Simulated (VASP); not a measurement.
Here is a VASP 6.6.1 calculation.

Contents of INCAR:

```
PREC = Accurate ; ENCUT = 600
EDIFF = 1E-7 ; ISMEAR = -1
SIGMA = 0.1 ; LREAL = False
LASPH = True ; NELM = 80
ALGO = Normal ; ISIF = 3
LWAVE = False ; LCHARG = False
GGA = RE ; IBRION = 2
NSW = 80 ; EDIFFG = -0.01
```

File KPOINTS:

```
regular mesh
0
Gamma
  18 18 18
```

The input POSCAR:

```
B
1.0
   -1.1789190289      1.1789190289      1.1789190289
    1.1789190289     -1.1789190289      1.1789190289
    1.1789190289      1.1789190289     -1.1789190289
B
1
Direct
    0.0000000000      0.0000000000      0.0000000000
```

Potentials or basis: VASP PAW PBE potentials, release 64 (B).

Command:

```sh
$ cat potpaw_PBE.64/B/POTCAR > POTCAR
$ mpirun -np 1 vasp_std > vasp.out
```

What does it give for the relaxed cell?

a = 2.007 Å, b = 2.007 Å, c = 2.007 Å, α = 109.47°, β = 109.47°, γ = 109.47°.

Estimate the space group after relaxing (to 0.05 Å).

Im-3m (No. 229).

What does it give for the relaxed volume?

6.22 Å³/atom.

Final structure:
```
CELL_PARAMETERS angstrom
-1.15878 1.15878 1.15878
1.15878 -1.15878 1.15878
1.15878 1.15878 -1.15878
ATOMIC_POSITIONS crystal
B 0.00000 0.00000 0.00000
```

Caveat: the PAW data sets were made with another functional, which shifts forces and pressure a little.
